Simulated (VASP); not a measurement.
Set up this calculation in VASP 6.6.1, as the native input.

```
Task                   : single point
Functional             : PBE
Potentials or basis    : VASP PAW PBE potentials, release 64 (Ni)
Cutoff                 : 520 eV
k mesh                 : 12 × 12 × 1
Occupations            : fermi-dirac, width 0.05 eV
Spin                   : collinear spin, ferromagnetic start
Starting moments       : [1.0] μB
Dipole correction      : no
Further INCAR settings : ALGO = Normal; EDIFF = 1e-06; NBANDS = 15
```

The structure of Ni lies in POSCAR:

```
Ni
1.0
    2.2591100000      0.0000000000      0.0000000000
    0.0000000000      2.2591100000      0.0000000000
    0.0000000000      0.0000000000     23.8000000000
Ni
1
Direct
    0.5000000000      0.5000000000      0.2941200000
```

These files were run (other wordings do the same):

INCAR

```
SYSTEM = Ni
  PREC = Accurate
  ENCUT = 520
  EDIFF = 1E-6
  ISMEAR = -1
  SIGMA = 0.05
  LREAL = .False.
  LASPH = .True.
  NELM = 150
  ALGO = Normal
  ISIF = 2
  LWAVE = .False.
  LCHARG = .True.
  ISPIN = 2
  MAGMOM = 1
  LORBIT = 11
  LMAXMIX = 4
  GGA = PE
  LELF = .True.
  LVHAR = .True.
  NBANDS = 15
```

KPOINTS

```
Automatic mesh
0
Gamma
  12 12 1
  0 0 0
```

Potentials or basis: VASP PAW PBE potentials, release 64 (Ni).

Command:

```console
$ cat potpaw_PBE.64/Ni/POTCAR > POTCAR
$ mpirun -np 1 vasp_std > vasp.out
```

Results of the run:

- Net moment: 0.86 μB per cell
- Site moments: Ni +0.88 μB
- Valence electrons inside the program's atomic spheres: Ni 9.16

Wall time 110 s on 1 thread of Intel(R) Xeon(R) Platinum 8559C (Emerald Rapids), on a shared host, peak memory 0.3 GiB.
